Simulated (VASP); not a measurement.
# As: density of states with PBE

Crystal: As.

```xyz
1
Lattice="2.0599 0.0000 0.0000 0.0000 2.0599 0.0000 0.0000 0.0000 2.0599" Properties=species:S:1:pos:R:3 pbc="T T T"
As    0.0000    0.0000    0.0000
```

This cell differs from its parent crystal: volume scaled by 0.43.

| Quantity | Value |
| --- | --- |
| Program | VASP 6.6.1 |
| Task | density of states |
| Functional | PBE |
| Potentials or basis | VASP PAW PBE potentials, release 64 (As) |
| Cutoff | 520 eV |
| k mesh | 15 × 15 × 15 |
| Occupations | fermi-dirac, width 0.08 eV |
| Spin | no spin polarisation |
| Dipole correction | no |
| k mesh for the DOS | 23 × 23 × 23 |
| Occupations for the DOS | tetrahedron |
| Further INCAR settings | ALGO = Normal; EDIFF = 1e-06; NBANDS = 8 |

The valence electrons inside the program's atomic spheres are As 3.95.

Levels at points of the mesh, in eV from the Fermi level:
| k point | band 1 | band 2 | band 3 | band 4 | band 5 | band 6 |
| --- | --- | --- | --- | --- | --- | --- |
| (0.00, 0.00, 0.00) | -26.13 | 7.91 | 7.91 | 7.91 | 9.89 | 9.89 |

It took 29 s on 1 thread of Intel Xeon 8259CL, on a shared host, peak memory 0.11 GiB.
